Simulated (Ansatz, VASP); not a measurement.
# Two plane-wave programs on Al7Cu

File INCAR:

```
SYSTEM = Al7Cu
PREC = Accurate ; ENCUT = 600
EDIFF = 1E-6 ; ISMEAR = 0
SIGMA = 0.1 ; LREAL = .False.
LASPH = .True. ; NELM = 100
ALGO = Normal ; ISIF = 3
LWAVE = .False. ; LCHARG = .False.
GGA = PE ; IBRION = 2
NSW = 100 ; EDIFFG = -0.01
```

The input KPOINTS:

```
regular mesh
0
Gamma
  8 8 8
  0 0 0
```

POSCAR

```
Al7Cu
1.0
    0.0000000000      3.9797636000      3.9797636000
    3.9797636000      0.0000000000      3.9797636000
    3.9797636000      3.9797636000      0.0000000000
Al Cu
7 1
Direct
    0.5000000000      0.0000000000      0.0000000000
    0.0000000000      0.5000000000      0.5000000000
    0.0000000000      0.5000000000      0.0000000000
    0.5000000000      0.0000000000      0.5000000000
    0.0000000000      0.0000000000      0.5000000000
    0.5000000000      0.5000000000      0.0000000000
    0.0000000000      0.0000000000      0.0000000000
    0.5000000000      0.5000000000      0.5000000000
```

Input for Ansatz:

```yaml
crystal:
  lattice:
    - [0.0, 3.9797636, 3.9797636]
    - [3.9797636, 0.0, 3.9797636]
    - [3.9797636, 3.9797636, 0.0]
  atoms:
    - { symbol: Al, position: [0.5, 0.0, 0.0] }
    - { symbol: Al, position: [0.0, 0.5, 0.5] }
    - { symbol: Al, position: [0.0, 0.5, 0.0] }
    - { symbol: Al, position: [0.5, 0.0, 0.5] }
    - { symbol: Al, position: [0.0, 0.0, 0.5] }
    - { symbol: Al, position: [0.5, 0.5, 0.0] }
    - { symbol: Al, position: [0.0, 0.0, 0.0] }
    - { symbol: Cu, position: [0.5, 0.5, 0.5] }
basis:
  ecutwfc: 420
kpoints:
  mp_grid: { grid: [8, 8, 8] }
hamiltonian:
  xc: pbe
scf:
  occupations: { method: gaussian, width: 0.1 }
output:
  forces: true
  stress: true
  eigenvalues: true
relax:
  adjacent_minimum: "off"
  f_tol: 0.01
  max_steps: 80
  cell: { stress_tol: 0.05 }
```

Alike in both runs: task relaxation of cell and atoms; functional PBE; k mesh 8 × 8 × 8; occupations gaussian, width 0.1 eV; no spin polarisation.

|  | VASP | Ansatz |
| --- | --- | --- |
| version | VASP 6.6.1 | Ansatz 0.2.0 |
| potentials or method | VASP PAW PBE potentials, release 64 (Al, Cu), cutoff 600 eV | scalar-relativistic, plane waves, PAW |
| valence electrons in the cell | 32 | 40 |

```tsv
	VASP	Ansatz	Ansatz less VASP
gap on the k mesh at the Fermi level, each at its own relaxed structure (eV)	none	none	-
relaxed volume (Å³/atom)	15.76	15.76	0.000
relaxed cell length with the largest relative difference (Å)	5.628	5.628	0.0000
```

A gap of «none» marks a metal or a gap that the smearing closes. VASP's potentials hold 32 valence electrons a cell and Ansatz's 40, so a difference there can come from the potentials and not from the codes.

Noted on VASP's run: the relaxation stopped at its first step, so nothing moved.
